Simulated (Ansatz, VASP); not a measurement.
**Two plane-wave programs on PbS**

INCAR

```
PREC = Accurate
ENCUT = 500
EDIFF = 1E-6
ISMEAR = -1
SIGMA = 0.05
LREAL = F
LASPH = T
NELM = 120
ALGO = Normal
ISIF = 2
LWAVE = F
LCHARG = T
GGA = PE
LELF = T
LVHAR = T
NBANDS = 17
GGA_COMPAT = F
```

The input KPOINTS:

```
regular mesh
0
Gamma
  7 7 7
```

File POSCAR:

```
PbS
1.0
    3.6536590000      0.0000000000      0.0000000000
    0.0000000000      3.6536590000      0.0000000000
    0.0000000000      0.0000000000      3.6536590000
Pb S
1 1
Direct
   -0.0044330000      0.0087860000     -0.0038540000
    0.5019400000      0.4913370000      0.4961630000
```

Contents of input.yaml:

```yaml
crystal:
  lattice:
    - [3.653659, 0.0, 0.0]
    - [0.0, 3.653659, 0.0]
    - [0.0, 0.0, 3.653659]
  atoms:
    - { symbol: Pb, position: [-0.004433, 0.008786, -0.003854] }
    - { symbol: S, position: [0.50194, 0.491337, 0.496163] }
hamiltonian:
  xc: pbe
  pseudopotentials: { kind: paw, azcp: { folder: soft_1 } }
kpoints:
  mp_grid: { grid: [7, 7, 7] }
scf:
  occupations: { method: fermi_dirac, width: 0.05 }
output:
  forces: true
  stress: true
  eigenvalues: true
  write_density: true
  write_potential: true
  elf: true
  volumetric_format: npy
```

Change from the starting cell: atoms moved at random, drawn with an rms of 0.05 Å.

Alike in both runs: task single point; functional PBE; k mesh 7 × 7 × 7; occupations fermi-dirac, width 0.05 eV; no spin polarisation.

|  | VASP | Ansatz |
| --- | --- | --- |
| version | VASP 6.6.1 | Ansatz 0.2.0 |
| potentials or method | VASP PAW PBE potentials, release 64 (Pb_d, S) | Ansatz PAW soft_1 |
| plane-wave cutoff (eV) | 500 | 420 |
| valence electrons in the cell | 20 | 20 |

```tsv
	VASP	Ansatz	Ansatz less VASP
pressure (GPa)	0.0	0.1	+0.09
rms of the force components (eV/Å)	0.045	0.045	-0.0002
```

Atom by atom the forces differ by 0.000 eV/Å (rms over components). The functional is the same, so the differences come from potentials, cutoffs and numerics.

Spin-orbit coupling is off throughout.
